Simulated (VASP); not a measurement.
A run of VASP 6.6.1:

The input POSCAR:

```
TaBeB
1.0
    3.2499042036      0.0000000000      0.0000000000
   -1.6249521018      2.8144996002      0.0000000000
    0.0000000000      0.0000000000      3.2461030200
Ta Be B
1 1 1
Direct
    0.3333333300      0.6666666700      0.0000000000
    0.6666666700      0.3333333300      0.5000000000
    0.0000000000      0.0000000000      0.5000000000
```

Contents of INCAR.step1:

```
  ALGO = Normal
  EDIFF = 1E-4
  ENCUT = 520
  GGA = PE
  ISMEAR = 0
  LASPH = T
  LCHARG = F
  LREAL = F
  LWAVE = T
  NBANDS = 15
  NELM = 100
  PREC = Accurate
  SIGMA = 0.1
```

Contents of INCAR.step2:

```
  ALGO = Normal
  EDIFF = 1E-6
  ENCUT = 520
  ISIF = 2
  ISMEAR = 0
  ISTART = 1
  LASPH = T
  LCHARG = F
  LMIXTAU = T
  LREAL = F
  LWAVE = F
  METAGGA = R2SCAN
  NBANDS = 15
  NELM = 100
  PREC = Accurate
  SIGMA = 0.1
```

Contents of KPOINTS:

```
k-points
0
Gamma
  6 6 6
```

Potentials or basis: VASP PAW PBE potentials, release 64 (Ta_pv, Be, B).

Launch:

```bash
$ cat potpaw_PBE.64/Ta_pv/POTCAR potpaw_PBE.64/Be/POTCAR potpaw_PBE.64/B/POTCAR > POTCAR
$ cp INCAR.step1 INCAR
$ mpirun -np 1 vasp_std > vasp.out
$ cp INCAR.step2 INCAR
$ mpirun -np 1 vasp_std > vasp.out
```

Hardware: 1 thread of Intel(R) Xeon(R) 6975P-C (Granite Rapids), with other jobs on the host.

Problem. Estimate the wall time of this run.

Solution. It took 17 s on 1 thread of Intel(R) Xeon(R) 6975P-C (Granite Rapids), on a shared host, peak memory 0.15 GiB. Counts: k points 28.
